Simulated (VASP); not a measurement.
Input of a VASP 6.6.1 run:

File INCAR:

```
SYSTEM = TiCo3
  PREC = Accurate
  ENCUT = 520
  EDIFF = 1E-6
  ISMEAR = 0
  SIGMA = 0.1
  LREAL = .False.
  LASPH = .True.
  NELM = 150
  ALGO = Normal
  ISIF = 2
  LWAVE = .False.
  LCHARG = .False.
  ISPIN = 2
  MAGMOM = 0 0.3 0.3 0.3
  LORBIT = 11
  LMAXMIX = 4
  GGA = PS
  NBANDS = 32
```

Contents of KPOINTS:

```
Automatic mesh
0
Gamma
  12 12 12
  0 0 0
```

Contents of POSCAR:

```
TiCo3
1.0
    3.6422886693      0.0000000000      0.0000000000
    0.0000000000      3.6422886693      0.0000000000
    0.0000000000      0.0000000000      3.6422886693
Ti Co
1 3
Direct
    0.0000000000      0.0000000000      0.0000000000
    0.0000000000      0.5000000000      0.5000000000
    0.5000000000      0.0000000000      0.5000000000
    0.5000000000      0.5000000000      0.0000000000
```

Potentials or basis: VASP PAW PBE potentials, release 64 (Ti_sv, Co).

Run with:

```console
$ cat potpaw_PBE.64/Ti_sv/POTCAR potpaw_PBE.64/Co/POTCAR > POTCAR
$ mpirun -np 1 vasp_std > vasp.out
```

Problem. Predict the net moment.

Solution. 0.00 μB per cell.

Problem. Estimate the pressure.

Solution. -19.1 GPa.

Caveat: the cell stands under tension; the PAW data sets were made with another functional, which shifts forces and pressure a little.
